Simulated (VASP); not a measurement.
Crystal: BAs.

```
B As
1.0
     0.00000    2.32949    2.32949
     2.32949    0.00000    2.32949
     2.32949    2.32949    0.00000
B As
1 1
Direct
  0.00000 0.00000 0.00000
  0.25000 0.25000 0.25000
```

```yaml
Program: VASP 6.6.1
Task: relaxation of cell and atoms
Functional: PBE
Potentials_or_basis: VASP PAW PBE potentials, release 64 (B, As_d)
Cutoff: 560 eV
k_mesh: 8 × 8 × 8
Occupations: fermi-dirac, width 0.02 eV
Spin: no spin polarisation
```

At the start: pressure 15.1 GPa; volume 12.64 Å³/atom.

Where does the relaxation end?

Over 16 steps the energy falls by 54.3 meV/atom and the volume is 13.89 Å³/atom (+9.9 %); space group F-43m (No. 216, to 0.1 Å) before and after.

Step by step:
| step | energy change (eV) | largest force (eV/Å) | pressure (GPa) | volume (Å³) |
| --- | --- | --- | --- | --- |
| 1 | 0.0000 | 0.0000 | 15.08 | 25.28 |
| 2 | -0.0511 | 0.0000 | -8.21 | 29.89 |
| 3 | -0.1087 | 0.0000 | -0.06 | 27.80 |
| 4 | -0.1086 | 0.0000 | 0.20 | 27.75 |
| 5 | -0.1086 | 0.0000 | 0.19 | 27.75 |
| 6 | -0.1086 | 0.0000 | 0.17 | 27.75 |
| 7 | -0.1086 | 0.0000 | 0.17 | 27.75 |
| 8 | -0.1086 | 0.0000 | 0.17 | 27.75 |
| 9 | -0.1086 | 0.0000 | 0.17 | 27.75 |
| 10 | -0.1086 | 0.0000 | 0.17 | 27.75 |
| 11 | -0.1086 | 0.0000 | 0.17 | 27.75 |
| 12 | -0.1086 | 0.0000 | 0.16 | 27.75 |
| 13 | -0.1086 | 0.0000 | 0.15 | 27.76 |
| 14 | -0.1086 | 0.0000 | 0.13 | 27.76 |
| 15 | -0.1087 | 0.0000 | 0.10 | 27.77 |
| 16 | -0.1087 | 0.0000 | 0.03 | 27.79 |

Final structure:
```
B As
1.0
     0.00000    2.40408    2.40408
     2.40408    0.00000    2.40408
     2.40408    2.40408    0.00000
B As
1 1
Direct
  0.00000 0.00000 0.00000
  0.25000 0.25000 0.25000
```
